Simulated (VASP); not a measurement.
Ba, 1 atom in the cell. The structure is hexagonal, space group P6/mmm (No. 191). Conventional cell: a = 4.328 Å, b = 4.328 Å, c = 4.068 Å, α = 90.00°, β = 90.00°, γ = 120.00°. Within 5.3 Å of Ba (site symmetry 6/mmm) lie 8 Ba at 4.07 to 4.33 Å. This isn't the form of Ba at room conditions, which is bcc.

- Program: VASP 6.6.1
- Task: relaxation of cell and atoms
- Functional: PBE
- Potentials or basis: VASP PAW PBE potentials, release 64 (Ba_sv)
- Cutoff: 600 eV
- k mesh: 10 × 10 × 9
- Occupations: fermi-dirac, width 0.08 eV
- Spin: no spin polarisation
- Dipole correction: no
- Further INCAR settings: ALGO = Normal; EDIFF = 1e-07; IBRION = 2; EDIFFG = -0.005; NSW = 60; ISIF = 3

Potentials or basis: VASP PAW PBE potentials, release 64 (Ba_sv).

Launch:

```sh
$ cat potpaw_PBE.64/Ba_sv/POTCAR > POTCAR
$ mpirun -np 1 vasp_std > vasp.out
```

Hardware: 1 thread of Intel(R) Xeon(R) 6975P-C (Granite Rapids) (shared host).

Problem. How long does it take, and how much memory?

Solution. It took 62 s on 1 thread of Intel(R) Xeon(R) 6975P-C (Granite Rapids), on a shared host, peak memory 0.24 GiB. Counts: scf iterations 46, k points 70, ion steps 5.
